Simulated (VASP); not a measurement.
Write the native input for VASP 6.6.1 that does the following.

- Task: relaxation of cell and atoms
- Functional: r2SCAN
- Potentials or basis: VASP PAW PBE potentials, release 64 (Ga_d, As)
- Cutoff: 600 eV
- k mesh: 8 × 8 × 8
- Occupations: gaussian, width 0.02 eV
- Spin: no spin polarisation
- Dipole correction: no
- Further INCAR settings: ALGO = Normal; EDIFF = 1e-07; IBRION = 2; EDIFFG = -0.005; NSW = 100; ISIF = 3

Crystal: GaAs.

```
Ga As
1.0
     0.00000    2.87509    2.87509
     2.87509    0.00000    2.87509
     2.87509    2.87509    0.00000
Ga As
1 1
Direct
  0.00000 0.00000 0.00000
  0.75000 0.75000 0.75000
```

One way to write it, as run:

POSCAR

```
GaAs
1.0
    0.0000000000      2.8750910500      2.8750910500
    2.8750910500      0.0000000000      2.8750910500
    2.8750910500      2.8750910500      0.0000000000
Ga As
1 1
Direct
    0.0000000000      0.0000000000      0.0000000000
    0.7500000000      0.7500000000      0.7500000000
```

INCAR.step1

```
PREC = Accurate
ENCUT = 600
ISMEAR = 0
SIGMA = 0.02
LREAL = F
LASPH = T
NELM = 60
GGA = PE
ALGO = Normal
EDIFF = 1E-4
LWAVE = T
LCHARG = F
```

INCAR.step2

```
PREC = Accurate
ENCUT = 600
EDIFF = 1E-7
ISMEAR = 0
SIGMA = 0.02
LREAL = F
LASPH = T
NELM = 60
ALGO = Normal
ISIF = 3
LWAVE = F
LCHARG = F
METAGGA = R2SCAN
LMIXTAU = T
IBRION = 2
NSW = 100
EDIFFG = -0.005
ISTART = 1
```

KPOINTS

```
Automatic mesh
0
Gamma
  8 8 8
```

Potentials or basis: VASP PAW PBE potentials, release 64 (Ga_d, As).

The run is started by

```sh
$ cat potpaw_PBE.64/Ga_d/POTCAR potpaw_PBE.64/As/POTCAR > POTCAR
$ cp INCAR.step1 INCAR
$ mpirun -np 1 vasp_std > vasp.out
$ cp INCAR.step2 INCAR
$ mpirun -np 1 vasp_std > vasp.out
```

It gave:

```yaml
Relaxed_volume: 22.77 Å³/atom
Relaxed_cell: a = 4.009 Å, b = 4.009 Å, c = 4.009 Å, α = 60.00°, β = 60.00°, γ = 60.00°
Space_group_after_relaxing_to_0.05_Å: F-43m (No. 216)
Energy_gained_by_relaxing: 9.4 meV/atom
Ionic_steps: 5
Pressure_after_relaxing: 0.0 GPa
Band_gap_on_the_k_mesh: 0.93 eV, direct
```

Caveat: the PAW data sets were made with another functional, which shifts forces and pressure a little.

It took 4.5 min on 1 thread of Intel(R) Xeon(R) Platinum 8259CL CPU @ 2.50GHz (Skylake/Cascade Lake) (shared host), peak memory 0.21 GiB.
